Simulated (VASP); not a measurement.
# NaCl (Fm-3m) in VASP: a series of runs

The runs below take NaCl through single point, with PBEsol.

Program: VASP 6.6.1. These are calculated values, not measurements. Logs are shortened: lines on timing, memory, paths and dates and some standing lists are left out, and cuts for length are marked.

**1. The cell of the first run**

Symmetry: Fm-3m, No. 225, cubic system. Conventional cell: a = 5.712 Å, b = 5.712 Å, c = 5.712 Å, α = 90.00°, β = 90.00°, γ = 90.00°. Na (site symmetry m-3m) has 6 Cl at 2.86 Å within 3.8 Å. Cl (site symmetry m-3m) has 6 Na at 2.86 Å within 3.8 Å.

**2. Single point, PBEsol (volume scaled by 1.06)**

The input, INCAR:

```
PREC = Accurate
ENCUT = 520
EDIFF = 1E-7
ISMEAR = 0
SIGMA = 0.02
LREAL = F
LASPH = T
NELM = 80
ALGO = Normal
ISIF = 2
LWAVE = F
LCHARG = T
GGA = PS
LELF = T
LVHAR = T
NBANDS = 14
```

The input, KPOINTS:

```
Automatic mesh
0
Gamma
  8 8 8
```

The input, POSCAR:

```
NaCl
1.0
    0.0000000000      2.8558870124      2.8558870124
    2.8558870124      0.0000000000      2.8558870124
    2.8558870124      2.8558870124      0.0000000000
Na Cl
1 1
Direct
    0.0000000000      0.0000000000      0.0000000000
    0.5000000000      0.5000000000      0.5000000000
```

Potentials or basis: VASP PAW PBE potentials, release 64 (Na_pv, Cl).

Run with:

```
$ cat potpaw_PBE.64/Na_pv/POTCAR potpaw_PBE.64/Cl/POTCAR > POTCAR
$ mpirun -np 1 vasp_std > vasp.out
```

OUTCAR:

```text
PREC = Accurate
   ENCUT = 520
   EDIFF = 1E-7
   ISMEAR = 0
   LREAL = F
   LASPH = T
   NELM = 80
   ISIF = 2
   GGA = PS

 ion  position               nearest neighbor table
   1  0.000  0.000  0.000-
   2  0.500  0.500  0.500-

  LATTYP: Found a face centered cubic cell.
 ALAT       =     5.7117740248

  Lattice vectors:

 A1 = (   0.0000000000,   2.8558870124,   2.8558870124)
 A2 = (   2.8558870124,   0.0000000000,   2.8558870124)
 A3 = (   2.8558870124,   2.8558870124,   0.0000000000)

Analysis of symmetry for initial positions (statically):
=====================================================================
 Subroutine PRICEL returns:
 Original cell was already a primitive cell.

 Routine SETGRP: Setting up the symmetry group for a
 face centered cubic supercell.

 Subroutine GETGRP returns: Found 48 space group operations
 (whereof 48 operations were pure point group operations)
 out of a pool of 48 trial point group operations.

The static configuration has the point symmetry O_h .

Analysis of symmetry for dynamics (positions and initial velocities):
=====================================================================
 Subroutine PRICEL returns:
 Original cell was already a primitive cell.

 Routine SETGRP: Setting up the symmetry group for a
 face centered cubic supercell.

 Subroutine GETGRP returns: Found 48 space group operations
 (whereof 48 operations were pure point group operations)
 out of a pool of 48 trial point group operations.

The dynamic configuration has the point symmetry O_h .

 Subroutine INISYM returns: Found 48 space group operations
 (whereof 48 operations are pure point group operations),
 and found     1 'primitive' translations

----------------------------------------------------------------------------------------

                                     Primitive cell

  volume of cell :      46.5857

  direct lattice vectors                    reciprocal lattice vectors
     0.000000000  2.855887012  2.855887012    -0.175076954  0.175076954  0.175076954
     2.855887012  0.000000000  2.855887012     0.175076954 -0.175076954  0.175076954
     2.855887012  2.855887012  0.000000000     0.175076954  0.175076954 -0.175076954

  length of vectors
     4.038834146  4.038834146  4.038834146     0.303242180  0.303242180  0.303242180

[... 87 lines left out ...]
   ISYM   =      2    0-nonsym 1-usesym 2-fastsym
   POTIM  = 0.5000    time-step for ionic-motion
   TEBEG  =    0.0;   TEEND  =   0.0 temperature during run
   PSTRESS=    0.0 pullay stress
   NELECT =      14.0000    total number of electrons
   NUPDOWN=      -1.0000    fix difference up-down
   EMIN   =  10.00;   EMAX   =-10.00  energy-range for DOS
   EFERMI =   0.00;   METHOD = LEGACY
   ISMEAR =     0;   SIGMA  =   0.02  broadening in eV -4-tet -1-fermi 0-gaus
   EFERMI_NEDOS =   21; number of points for ismear=-14 and -15
   IALGO  =     38    algorithm
   IMIX   =      4    mixing-type and parameters
     AMIX     =   0.40;   BMIX     =  1.00
     AMIX_MAG =   1.60;   BMIX_MAG =  1.00
  volume/ion in A,a.u.               =      23.29       157.19
  Fermi-wavevector in a.u.,A,eV,Ry     =   1.096562  2.072202 16.360299  1.202448
  Thomas-Fermi vector in A             =   2.232906
   LORBIT       =      0    0 simple, 1 ext, 2 COOP (PROOUT), +10 PAW based schemes
   GGA     = PS    functional components
   LHFCALC =     F    Hartree Fock is set to
   AEXX    =    0.0000 exact exchange contribution
   IVDW    =     0    specifies the selected vdW correction
   LEPSILON=     F    determine dielectric tensor
   LRPA    =     F    only Hartree local field effects (RPA)
 non-spin polarized calculation
 Gauss-broadening in eV      SIGMA  =   0.02
  energy-cutoff  :      520.00
  volume of cell :       46.59
 maximum number of plane-waves:      1283
   NGX = 15   NGY = 15   NGZ = 15

 number of electron      13.9999993 magnetization

 Free energy of the ion-electron system (eV)
  ---------------------------------------------------
  ext. energy  EPLUGINS =         0.00000000
  ---------------------------------------------------
  free energy    TOTEN  =        -6.98781601 eV

  energy without entropy =       -6.98781601  energy(sigma->0) =       -6.98781601

 E-fermi :  -0.8205     XC(G=0):  -8.1669

 val. band max:       -0.9970363535   @ k =   0.0000   0.0000   0.0000
 cond. band min:       3.8011506274   @ k =   0.0000   0.0000   0.0000
 fundamental gap:      4.7981869809
 Fermi energy:        -0.8204802570

 k-point     1 :       0.0000    0.0000    0.0000
  band No.  band energies     occupation
      1     -21.7228      2.00000
      2     -21.7228      2.00000
      3     -21.7228      2.00000
      4     -13.5572      2.00000
      5      -0.9970      2.00000
      6      -0.9970      2.00000
      7      -0.9970      2.00000
      8       3.8012      0.00000
      9       9.9611      0.00000
     10       9.9611      0.00000
     11       9.9611      0.00000
     12      12.1319      0.00000
     13      12.1319      0.00000
     14      13.4496      0.00000
[... 377 lines left out ...]
      1     -21.7433      2.00000
      2     -21.7300      2.00000
      3     -21.7267      2.00000
      4     -13.2189      2.00000
      5      -2.5892      2.00000
      6      -1.7294      2.00000
      7      -1.3886      2.00000
      8       7.0561      0.00000
      9       8.2974      0.00000
     10       8.9515      0.00000
     11      10.4884      0.00000
     12      13.0304      0.00000
     13      14.2683      0.00000
     14      15.3934      0.00000

 [... further k-points ...]

------------------------ aborting loop because EDIFF is reached ----------------------------------------

  FORCE on cell =-STRESS in cart. coord.  units (eV):
  Direction    XX          YY          ZZ          XY          YZ          ZX
  --------------------------------------------------------------------------------------
  -------------------------------------------------------------------------------------
  Total       -0.3790683     -0.3790683     -0.3790683      0.0000000      0.0000000      0.0000000
  in kB      -13.0369186    -13.0369186    -13.0369186      0.0000000      0.0000000      0.0000000
  external PRESSURE =     -13.0369186 kB  Pullay stress =       0.0000000 kB

 VOLUME and BASIS-vectors are now :
 -----------------------------------------------------------------------------
  energy-cutoff  :      520.00
  volume of cell :       46.59
      direct lattice vectors                 reciprocal lattice vectors
     0.000000000  2.855887012  2.855887012    -0.175076954  0.175076954  0.175076954
     2.855887012  0.000000000  2.855887012     0.175076954 -0.175076954  0.175076954
     2.855887012  2.855887012  0.000000000     0.175076954  0.175076954 -0.175076954

 POSITION                                       TOTAL-FORCE (eV/Angst)
 -----------------------------------------------------------------------------------
      0.00000      0.00000      0.00000        -0.000000      0.000000      0.000000
      2.85589      2.85589      2.85589         0.000000      0.000000     -0.000000
 -----------------------------------------------------------------------------------
    total drift:                               -0.000000      0.000000      0.000000

  FREE ENERGIE OF THE ION-ELECTRON SYSTEM (eV)
  ---------------------------------------------------
  free  energy   TOTEN  =        -6.9878160055 eV

  energy  without entropy=       -6.9878160055  energy(sigma->0) =       -6.98781601
```

Run time: 16 s. Hardware: 1 thread of Intel Xeon Platinum 8259CL at 2.50GHz (Skylake/Cascade Lake), shared host; peak memory 0.16 GiB.

What came out:

* Free energy: -6.9878 eV
* Pressure: -1.3 GPa
* Band gap on the k mesh: 4.80 eV, direct

Caveat: the PAW data sets were made with another functional, which shifts forces and pressure a little.

**3. Single point, PBEsol (volume scaled by 1.10)**

The input, INCAR:

```
SYSTEM = NaCl
PREC = Accurate ; ENCUT = 520
EDIFF = 1E-7 ; ISMEAR = 0
SIGMA = 0.02 ; LREAL = .FALSE.
LASPH = .TRUE. ; NELM = 80
ALGO = Normal ; ISIF = 2
LWAVE = .FALSE. ; LCHARG = .FALSE.
GGA = PS ; NBANDS = 14
```

The input, KPOINTS:

```
regular mesh
0
G
  8 8 8
  0 0 0
```

The input, POSCAR:

```
NaCl
1.0
    0.0000000000      2.8913674976      2.8913674976
    2.8913674976      0.0000000000      2.8913674976
    2.8913674976      2.8913674976      0.0000000000
Na Cl
1 1
Direct
    0.0000000000      0.0000000000      0.0000000000
    0.5000000000      0.5000000000      0.5000000000
```

Potentials or basis: VASP PAW PBE potentials, release 64 (Na_pv, Cl).

Run with:

```
$ cat potpaw_PBE.64/Na_pv/POTCAR potpaw_PBE.64/Cl/POTCAR > POTCAR
$ mpirun -np 1 vasp_std > vasp.out
```

It took 17 s on 1 thread of Intel Xeon Platinum 8259CL at 2.50GHz (Skylake/Cascade Lake), shared host; peak memory 0.16 GiB.

It converged, with:

```
Free energy            : -6.9702 eV
Pressure               : -2.0 GPa
Band gap on the k mesh : 4.67 eV, direct
```

Levels at points of the mesh, in eV from the valence-band top:
| k point | band 4 | band 5 | band 6 | band 7 | band 8 | band 9 | band 10 | band 11 |
| --- | --- | --- | --- | --- | --- | --- | --- | --- |
| (0.00, 0.00, 0.00) | -12.48 | 0.00 | 0.00 | 0.00 | 4.67 | 10.92 | 10.92 | 10.92 |
| (0.50, 0.00, 0.00) | -12.21 | -1.75 | -0.23 | -0.23 | 6.95 | 9.92 | 10.68 | 10.68 |
| (0.50, 0.50, 0.00) | -12.17 | -1.51 | -0.54 | -0.54 | 7.23 | 7.95 | 10.62 | 13.97 |

Caveat: the PAW data sets were made with another functional, which shifts forces and pressure a little.
